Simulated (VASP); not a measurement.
A run of VASP 6.6.1 is set up as follows.

Contents of INCAR:

```
ALGO     = Normal         # electronic algorithm
EDIFF    = 1E-6           # SCF threshold, eV
ENCUT    = 520            # plane-wave cutoff, eV
GGA      = PE             # functional
ISIF     = 2              # what is computed and relaxed
ISMEAR   = 0              # smearing method
LASPH    = True           # aspherical terms in the spheres
LCHARG   = False          # write CHGCAR
LDAU     = True           # DFT+U
LDAUJ    = 0 0 0        
LDAUL    = -1 2 -1        # shell
LDAUPRINT= 1            
LDAUTYPE = 2            
LDAUU    = 0 4 0          # U, eV
LMAXMIX  = 4              # l up to which the mixer works
LREAL    = False          # projectors in reciprocal space
LWAVE    = False          # write WAVECAR
NBANDS   = 28             # bands
NELM     = 150            # most SCF steps
PREC     = Accurate       # precision mode
SIGMA    = 0.05           # smearing width, eV
```

The input KPOINTS:

```
k-points
0
Gamma
  6 6 6
```

POSCAR

```
BaTiO3
1.0
    3.7718789373      0.0000000000      0.0000000000
    0.0000000000      2.7038613864      3.2589038050
    0.0000000000     -2.7038613864      3.2589038050
Ba Ti O
1 1 3
Direct
    0.0000000000      0.0080771845      0.0080771845
    0.5000000000      0.5197092871      0.5197092871
    0.0000000000      0.4916268390      0.4916268390
    0.5000000000      0.4938075372      0.9829991522
    0.5000000000      0.9829991522      0.4938075372
```

Potentials or basis: VASP PAW PBE potentials, release 64 (Ba_sv, Ti_sv, O).

Run with:

```bash
$ cat potpaw_PBE.64/Ba_sv/POTCAR potpaw_PBE.64/Ti_sv/POTCAR potpaw_PBE.64/O/POTCAR > POTCAR
$ mpirun -np 1 vasp_std > vasp.out
```

(1) Predict the largest force.

(2) Predict the pressure.

Results:

(1) 1.116 eV/Å.

(2) 7.3 GPa.

Caveat: forces of over 1 eV/Å act on the atoms, so gaps and moduli don't describe the material at rest.
